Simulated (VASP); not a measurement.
Runs of VASP 6.6.1 on ZnSe. The structure is that of space group P4/nmm (No. 129), or close to it. The cells are those of the table. 

```csv
cell,gap on the mesh (eV),pressure (GPa),largest force (eV/Å)
"a = 3.916, b = 3.916, c = 5.168 Å, 4 atoms",1.60,(a),0.64
"a = 4.082, b = 4.082, c = 5.388 Å, 4 atoms",1.43,-4.3,0.63
"a = 4.016, b = 4.016, c = 5.300 Å, 4 atoms",1.53,(b),0.18
"a = 3.949, b = 3.949, c = 5.213 Å, 4 atoms",1.59,2.4,0.34
"a = 3.883, b = 3.883, c = 5.125 Å, 4 atoms",1.61,7.2,0.96
```

Alike in all rows: task single point; level LDA; potentials or basis VASP PAW LDA potentials, release 64 (Zn, Se); no spin polarisation; k mesh 8 × 8 × 6; cutoff (eV) 520; smearing gaussian 0.05 eV.

Task: Fill in the values left out.

Result: (a) 4.7; (b) -1.3.

Caveats: the cell stands under pressure (at least some runs); the cell stands under tension (at least some runs).

A k mesh can miss the band edges, and the runs leave out spin-orbit coupling on Se.
